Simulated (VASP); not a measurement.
A run of VASP 6.6.1:

Contents of INCAR:

```
SYSTEM = Sn5S9
PREC     = Accurate       ! precision mode
ENCUT    = 400            ! plane-wave cutoff, eV
EDIFF    = 1E-6           ! SCF threshold, eV
ISMEAR   = 0              ! smearing method
SIGMA    = 0.01           ! smearing width, eV
LREAL    = .FALSE.        ! projectors in reciprocal space
LASPH    = .TRUE.         ! aspherical terms in the spheres
NELM     = 120            ! most SCF steps
ALGO     = Normal         ! electronic algorithm
ISIF     = 2              ! what is computed and relaxed
LWAVE    = .FALSE.        ! write WAVECAR
LCHARG   = .TRUE.         ! write CHGCAR
GGA      = PE             ! functional
LELF     = .TRUE.         ! ELF
LVHAR    = .TRUE.       
NBANDS   = 144            ! bands
GGA_COMPAT= .FALSE.
```

File KPOINTS:

```
Automatic mesh
0
Gamma
  2 2 2
  0.5 0.5 0.5
```

File POSCAR:

```
Sn5S9
1.0
   -5.5546873704     -3.2070002486     -6.8276761257
    0.0000000000      6.4140004972     -6.8276761257
    5.5546873704     -3.2070002486     -6.8276761257
Sn S
10 18
Direct
    0.6801179611     -0.0111732153      0.3288287964
    0.6837872131      0.3378921465      0.0051874771
    0.3307830488     -0.0152044229      0.6520267450
    0.6799802015      0.6613610380      0.6561993950
    0.3345489133      0.3336582384      0.3286108096
    0.0071377474     -0.0112119123      0.0010214345
    0.3344175440      0.6611235009      0.0010622510
    1.0071776910      0.3338891412      0.6559323615
    1.0072452467      0.6612866406      0.3286304582
    0.5069993449      0.1610654443      0.8291353563
    0.4923433993      0.1485942831      0.1418619299
    0.4947812863      0.4744534417      0.8134581472
    0.1549997950      0.1449812913      0.4710849593
    0.4915369631      0.8041162290      0.4761616353
    0.1524507257      0.4763904187      0.1465469720
    0.8202316646      0.1461144068      0.8162212819
    0.1501051538      0.8086135682      0.8124509116
    0.8223230687      0.4795694333      0.4737953078
    0.8252117258      0.8067144075      0.1439255083
    0.1892996319      0.8460051285      0.1830106051
    0.1941754845      0.1736176127      0.8438025353
    0.8621198498      0.8433209740      0.5135445189
    0.1921539886      0.5160034796      0.5103559978
    0.8646098018      0.1773491368      0.1811425499
    0.5221248323      0.8480087938      0.8414001786
    0.8596675072      0.5187202944      0.8447409815
    0.5197131464      0.1765053351      0.5154867676
    0.5229644802      0.5137985864      0.1857663016
```

Potentials or basis: VASP PAW PBE potentials, release 64 (Sn_d, S).

The run is started by

```sh
$ cat potpaw_PBE.64/Sn_d/POTCAR potpaw_PBE.64/S/POTCAR > POTCAR
$ mpirun -np 1 vasp_std > vasp.out
```

Hardware: 1 thread of Intel(R) Xeon(R) Platinum 8488C (Sapphire Rapids), on a shared host.

Question: Estimate the wall time of this run.

Answer: It took 5.8 min on 1 thread of Intel(R) Xeon(R) Platinum 8488C (Sapphire Rapids) (shared host), peak memory 0.62 GiB. Counts: scf iterations 15, k points 4.
